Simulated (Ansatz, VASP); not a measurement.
## Pd in VASP and in Ansatz

```xyz
1
Lattice="0.0000 1.9732 1.9732 1.9732 0.0000 1.9732 1.9732 1.9732 0.0000" Properties=species:S:1:pos:R:3 pbc="T T T"
Pd    0.0000    0.0000    0.0000
```

Alike in both runs: functional PBE; k mesh 14 × 14 × 14; no spin polarisation.

Ansatz relaxed the structure, and its values are those at the end. VASP's run is a single point on that final structure, the one shown.

```csv
,VASP,Ansatz
version,VASP 6.6.1,Ansatz 0.2.0
potentials or method,"VASP PAW PBE potentials, release 64 (Pd)","PAW with Ansatz's default frozen-core files, scalar-relativistic"
plane-wave cutoff (eV),520,420
occupations,tetrahedron,tetrahedron-uncorrected
valence electrons in the cell,10,18
```

```csv
,VASP,Ansatz,Ansatz less VASP
gap on the k mesh at the Fermi level (eV),none,none,-
pressure (GPa),-0.3,0.0,+0.28
```

A gap of «none» marks a metal or a gap that the smearing closes. VASP's potentials hold 10 valence electrons a cell and Ansatz's 18, so a difference there can come from the potentials and not from the codes. Ansatz's warnings: band table not solved further, forces under tetrahedra.
